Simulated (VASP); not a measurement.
# ZnS in VASP: further runs

The runs below take ZnS through dielectric tensor, with r2SCAN.

Everything below comes from runs of VASP 6.6.1. Logs are shortened: lines on timing, memory, paths and dates and some standing lists are left out, and cuts for length are marked.

**1. The cell of the first run**

Symmetry: F-43m, No. 216, cubic system. The conventional cell has a = 5.388 Å, b = 5.388 Å, c = 5.388 Å, α = 90.00°, β = 90.00°, γ = 90.00°. Zn (site symmetry -43m) has 4 S at 2.33 Å within 3.1 Å. S (site symmetry -43m) has 4 Zn at 2.33 Å within 3.1 Å.

**2. Dielectric tensor, r2SCAN**

Contents of INCAR:

```
ALGO = Normal ; EDIFF = 1E-8
ENCUT = 520 ; ISIF = 2
ISMEAR = 0 ; LASPH = T
LCALCEPS = T ; LCHARG = F
LMIXTAU = T ; LREAL = F
LWAVE = F ; METAGGA = R2SCAN
NELM = 100 ; PREC = Accurate
SIGMA = 0.01
```

Contents of KPOINTS:

```
k-points
0
Gamma
  6 6 6
```

Contents of POSCAR:

```
ZnS
1.0
    0.0000000000      2.6940858315      2.6940858315
    2.6940858315      0.0000000000      2.6940858315
    2.6940858315      2.6940858315      0.0000000000
Zn S
1 1
Direct
    0.0000000000      0.0000000000      0.0000000000
    0.2500000000      0.2500000000      0.2500000000
```

Potentials or basis: VASP PAW PBE potentials, release 64 (Zn, S).

Started as:

```bash
$ cat potpaw_PBE.64/Zn/POTCAR potpaw_PBE.64/S/POTCAR > POTCAR
$ mpirun -np 1 vasp_std > vasp.out
```

OUTCAR:

```text
EDIFF = 1E-8
   ENCUT = 520
   ISIF = 2
   ISMEAR = 0
   LASPH = T
   LREAL = F
   METAGGA = R2SCAN
   NELM = 100
   PREC = Accurate

 ion  position               nearest neighbor table
   1  0.000  0.000  0.000-   2 2.33   2 2.33   2 2.33   2 2.33
   2  0.250  0.250  0.250-   1 2.33   1 2.33   1 2.33   1 2.33

  LATTYP: Found a face centered cubic cell.
 ALAT       =     5.3881716630

  Lattice vectors:

 A1 = (   0.0000000000,   2.6940858315,   2.6940858315)
 A2 = (   2.6940858315,   0.0000000000,   2.6940858315)
 A3 = (   2.6940858315,   2.6940858315,   0.0000000000)

Analysis of symmetry for initial positions (statically):
=====================================================================
 Subroutine PRICEL returns:
 Original cell was already a primitive cell.

 Routine SETGRP: Setting up the symmetry group for a
 face centered cubic supercell.

 Subroutine GETGRP returns: Found 24 space group operations
 (whereof 24 operations were pure point group operations)
 out of a pool of 48 trial point group operations.

The static configuration has the point symmetry T_d .

Analysis of symmetry for dynamics (positions and initial velocities):
=====================================================================
 Subroutine PRICEL returns:
 Original cell was already a primitive cell.

 Routine SETGRP: Setting up the symmetry group for a
 face centered cubic supercell.

 Subroutine GETGRP returns: Found 24 space group operations
 (whereof 24 operations were pure point group operations)
 out of a pool of 48 trial point group operations.

The dynamic configuration has the point symmetry T_d .

 Subroutine INISYM returns: Found 24 space group operations
 (whereof 24 operations are pure point group operations),
 and found     1 'primitive' translations

----------------------------------------------------------------------------------------

                                     Primitive cell

  volume of cell :      39.1079

  direct lattice vectors                    reciprocal lattice vectors
     0.000000000  2.694085831  2.694085831    -0.185591711  0.185591711  0.185591711
     2.694085831  0.000000000  2.694085831     0.185591711 -0.185591711  0.185591711
     2.694085831  2.694085831  0.000000000     0.185591711  0.185591711 -0.185591711

  length of vectors
     3.810012721  3.810012721  3.810012721     0.321454274  0.321454274  0.321454274

  position of ions in fractional coordinates (direct lattice)
     0.000000000  0.000000000  0.000000000
     0.250000000  0.250000000  0.250000000

  ion indices of the primitive-cell ions
   primitive index   ion index
                 1           1
                 2           2

----------------------------------------------------------------------------------------

 KPOINTS: k-points

Automatic generation of k-mesh.
 Grid dimensions read from file:
 generate k-points for:    6    6    6

 Generating k-lattice:

  Cartesian coordinates                     Fractional coordinates (reciprocal lattice)
    -0.030931952  0.030931952  0.030931952     0.166666667  0.000000000  0.000000000
     0.030931952 -0.030931952  0.030931952     0.000000000  0.166666667  0.000000000
     0.030931952  0.030931952 -0.030931952     0.000000000  0.000000000  0.166666667

  Length of vectors
     0.053575712  0.053575712  0.053575712

  Shift w.r.t. Gamma in fractional coordinates (k-lattice)
     0.000000000  0.000000000  0.000000000

 Subroutine IBZKPT returns following result:
 ===========================================

 Found     16 irreducible k-points:

 Following reciprocal coordinates:
            Coordinates               Weight
  0.000000  0.000000  0.000000      1.000000
  0.166667  0.000000  0.000000      8.000000
  0.333333  0.000000  0.000000      8.000000
  0.500000  0.000000  0.000000      4.000000
  0.166667  0.166667  0.000000      6.000000
  0.333333  0.166667  0.000000     24.000000
[... 8 lines left out ...]
 -0.333333  0.333333  0.166667     24.000000
 -0.333333  0.500000  0.166667     12.000000
   k-points           NKPTS =     16   k-points in BZ     NKDIM =     16   number of bands    NBANDS=     13
   number of dos      NEDOS =    301   number of ions     NIONS =      2
   total plane-waves  NPLWV =  21952
   dimension x,y,z NGX =    28 NGY =   28 NGZ =   28
   dimension x,y,z NGXF=    56 NGYF=   56 NGZF=   56
   ions per type =               1   1
   NGX,Y,Z   is equivalent  to a cutoff of  12.22, 12.22, 12.22 a.u.
   NGXF,Y,Z  is equivalent  to a cutoff of  24.44, 24.44, 24.44 a.u.
 SYSTEM =  unknown system
   PREC   = accura    normal or accurate (medium, high low for compatibility)
   ISTART =      0    job   : 0-new  1-cont  2-samecut
   ICHARG =      2    charge: 1-file 2-atom 10-const
   ISPIN  =      1    spin polarized calculation?
   LNONCOLLINEAR =      F non collinear calculations
   LSORBIT =      F    spin-orbit coupling
   LASPH  =      T    aspherical Exc in radial PAW
   ENCUT  =  520.0 eV  38.22 Ry    6.18 a.u.   7.08  7.08  7.08*2*pi/ulx,y,z
   NELM   =    100;   NELMIN=  2; NELMDL= -5     # of ELM steps
   EDIFF  = 0.1E-07   stopping-criterion for ELM
   LREAL  =      F    real-space projection
   EDIFFG = 0.1E-06   stopping-criterion for IOM
   NSW    =      0    number of steps for IOM
   IBRION =     -1    ionic relax: 0-MD 1-quasi-New 2-CG
   NFREE  =      0    steps in history (QN), initial steepest desc. (CG)
   ISIF   =      2    stress and relaxation
   ISYM   =      2    0-nonsym 1-usesym 2-fastsym
   POTIM  = 0.5000    time-step for ionic-motion
   TEBEG  =    0.0;   TEEND  =   0.0 temperature during run
   PSTRESS=    0.0 pullay stress
   NELECT =      18.0000    total number of electrons
   NUPDOWN=      -1.0000    fix difference up-down
   EMIN   =  10.00;   EMAX   =-10.00  energy-range for DOS
   EFERMI =   0.00;   METHOD = LEGACY
   ISMEAR =     0;   SIGMA  =   0.01  broadening in eV -4-tet -1-fermi 0-gaus
   EFERMI_NEDOS =   21; number of points for ismear=-14 and -15
   IALGO  =     38    algorithm
   IMIX   =      4    mixing-type and parameters
     AMIX     =   0.40;   BMIX     =  1.00
     AMIX_MAG =   1.60;   BMIX_MAG =  1.00
  volume/ion in A,a.u.               =      19.55       131.96
  Fermi-wavevector in a.u.,A,eV,Ry     =   1.263992  2.388598 21.737690  1.597675
  Thomas-Fermi vector in A             =   2.397320
   LORBIT       =      0    0 simple, 1 ext, 2 COOP (PROOUT), +10 PAW based schemes
   METAGGA = R2SCAN    functional components
   LHFCALC =     F    Hartree Fock is set to
   AEXX    =    0.0000 exact exchange contribution
   IVDW    =     0    specifies the selected vdW correction
   LEPSILON=     F    determine dielectric tensor
   LRPA    =     F    only Hartree local field effects (RPA)
   LRPA       =     F
 non-spin polarized calculation
 Gauss-broadening in eV      SIGMA  =   0.01
  energy-cutoff  :      520.00
  volume of cell :       39.11
 maximum number of plane-waves:      1067
   NGX = 15   NGY = 15   NGZ = 15

 number of electron      18.0000006 magnetization

 Free energy of the ion-electron system (eV)
  ---------------------------------------------------
  ext. energy  EPLUGINS =         0.00000000
  ---------------------------------------------------
  free energy    TOTEN  =       -18.86398725 eV

  energy without entropy =      -18.86398725  energy(sigma->0) =      -18.86398725

 E-fermi :   1.9603     XC(G=0): -10.3281

 val. band max:        1.9156594769   @ k =   0.0000   0.0000   0.0000
 cond. band min:   10000.0000000000   @ k =   0.0000   0.0000   0.0000
 fundamental gap:   9998.0843405231
 Fermi energy:         1.9603104879

 k-point     1 :       0.0000    0.0000    0.0000
  band No.  band energies     occupation
      1     -11.8231      2.00000
      2      -4.6212      2.00000
      3      -4.6207      2.00000
      4      -4.6202      2.00000
      5      -4.0636      2.00000
      6      -4.0636      2.00000
      7       1.9155      2.00000
      8       1.9156      2.00000
      9       1.9157      2.00000
     10   10000.0000      0.00000
     11   10000.0000      0.00000
     12   10000.0000      0.00000
     13   10000.0000      0.00000
[... 353 lines left out ...]
 k-point    24 :       0.0000    0.3333    0.1667
  band No.  band energies     occupation
      1     -11.1505      2.00000
      2      -4.5992      2.00000
      3      -4.4707      2.00000
      4      -4.4542      2.00000
      5      -4.0843      2.00000
      6      -4.0270      2.00000
      7      -1.3569      2.00000
      8       0.6690      2.00000
      9       0.7224      2.00000
     10   10000.0000      0.00000
     11   10000.0000      0.00000
     12   10000.0000      0.00000
     13   10000.0000      0.00000

 [... further k-points ...]

------------------------ aborting loop because EDIFF is reached ----------------------------------------

            Ionic dipole moment: p[ion]=(     8.08226     8.08226     8.08226 ) |e| Angst

 Total electronic dipole moment: p[elc]=(     0.00444     0.00444     0.01382 ) |e| Angst

 MACROSCOPIC STATIC DIELECTRIC TENSOR (including local field effects)
 ------------------------------------------------------
           5.340230     0.000000    -0.000000
           0.000000     5.340230    -0.000000
           0.000000     0.000000     5.340230
 ------------------------------------------------------

 PIEZOELECTRIC TENSOR (including local field effects) (e Angst)
          XX          YY          ZZ          XY          YZ          ZX
  --------------------------------------------------------------------------------
  x    -0.00000    -0.00000    -0.00000     0.00000    -1.60863    -0.00000
  y     0.00000    -0.00000     0.00000    -0.00000     0.00000    -1.60863
  z     0.00000     0.00000    -0.00000    -1.60863     0.00000     0.00000

 PIEZOELECTRIC TENSOR (including local field effects) (C/m^2)
          XX          YY          ZZ          XY          YZ          ZX
  --------------------------------------------------------------------------------
  x    -0.00000    -0.00000    -0.00000     0.00000    -0.65902    -0.00000
  y     0.00000    -0.00000     0.00000    -0.00000     0.00000    -0.65902
  z     0.00000     0.00000    -0.00000    -0.65902     0.00000     0.00000

 BORN EFFECTIVE CHARGES (including local field effects) (in |e|, cummulative output)
 ---------------------------------------------------------------------------------
 ion    1
    1     1.98907     0.00000    -0.00000
    2     0.00000     1.98907     0.00000
    3    -0.00000     0.00000     1.98907
 ion    2
    1    -1.98907     0.00000     0.00000
    2     0.00000    -1.98907     0.00000
    3     0.00000     0.00000    -1.98907

  FORCE on cell =-STRESS in cart. coord.  units (eV):
  Direction    XX          YY          ZZ          XY          YZ          ZX
  --------------------------------------------------------------------------------------
  -------------------------------------------------------------------------------------
  Total        0.0215994      0.0215994      0.0215994      0.0000000      0.0000000      0.0000000
  in kB        0.8848860      0.8848860      0.8848860      0.0000000      0.0000000      0.0000000
  external PRESSURE =       0.8848860 kB  Pullay stress =       0.0000000 kB

 VOLUME and BASIS-vectors are now :
 -----------------------------------------------------------------------------
  energy-cutoff  :      520.00
  volume of cell :       39.11
      direct lattice vectors                 reciprocal lattice vectors
     0.000000000  2.694085831  2.694085831    -0.185591711  0.185591711  0.185591711
     2.694085831  0.000000000  2.694085831     0.185591711 -0.185591711  0.185591711
     2.694085831  2.694085831  0.000000000     0.185591711  0.185591711 -0.185591711

 POSITION                                       TOTAL-FORCE (eV/Angst)
 -----------------------------------------------------------------------------------
      0.00000      0.00000      0.00000        -0.000000     -0.000000      0.000000
      1.34704      1.34704      1.34704         0.000000      0.000000     -0.000000
 -----------------------------------------------------------------------------------
    total drift:                                0.000011      0.000011      0.000011

  FREE ENERGIE OF THE ION-ELECTRON SYSTEM (eV)
  ---------------------------------------------------
  free  energy   TOTEN  =       -18.8639872471 eV

  energy  without entropy=      -18.8639872471  energy(sigma->0) =      -18.86398725
```

Wall time 12 min (1 thread of Intel Xeon 6975P-C (Granite Rapids), shared host); peak memory 0.28 GiB.

Results:

- Band gap on the k mesh: 2.72 eV, direct
- Electronic dielectric tensor (diagonal): 5.34
- Born charges (mean of the diagonal): Zn +1.99; S -1.99 e

Electronic dielectric tensor:
```
5.34 0.00 0.00
0.00 5.34 0.00
0.00 0.00 5.34
```

Born effective charge tensors (e):
atom 1, Zn
```
1.99 0.00 0.00
0.00 1.99 0.00
0.00 0.00 1.99
```
atom 2, S
```
-1.99  0.00  0.00
 0.00 -1.99  0.00
 0.00  0.00 -1.99
```

Dipole moments of the cell (e·Å, modulo the quantum): ionic 8.082, 8.082, 8.082; electronic 0.004, 0.004, 0.014

Caveat: the PAW data sets were made with another functional, which shifts forces and pressure a little. r2SCAN opens gaps a little over a GGA but as a rule still falls short of measured ones.

(Part 1 of 3 ends here.)
